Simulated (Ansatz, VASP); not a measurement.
## One calculation of Yb, two programs

```
CELL_PARAMETERS angstrom
0.00000 2.70603 2.70603
2.70603 0.00000 2.70603
2.70603 2.70603 0.00000
ATOMIC_POSITIONS crystal
Yb 0.00000 0.00000 0.00000
```

Alike in both runs: task single point; functional PBE; k mesh 12 × 12 × 12; occupations methfessel-paxton of order 1, width 0.05 eV; no spin polarisation.

|  | VASP | Ansatz |
| --- | --- | --- |
| version | VASP 6.6.1 | Ansatz 0.2.0 |
| potentials or method | VASP PAW PBE potentials, release 64 (Yb), cutoff 520 eV | all-electron LAPW, scalar-relativistic |

|  | VASP | Ansatz | Ansatz less VASP |
| --- | --- | --- | --- |
| gap on the k mesh at the Fermi level (eV) | none | none | - |
| pressure (GPa) | -2.7 | -1.7 | +0.98 |

A gap of «none» marks a metal or a gap that the smearing closes. Ansatz ran all-electron here, and VASP with PAW potentials.

Spin-orbit coupling is off throughout.
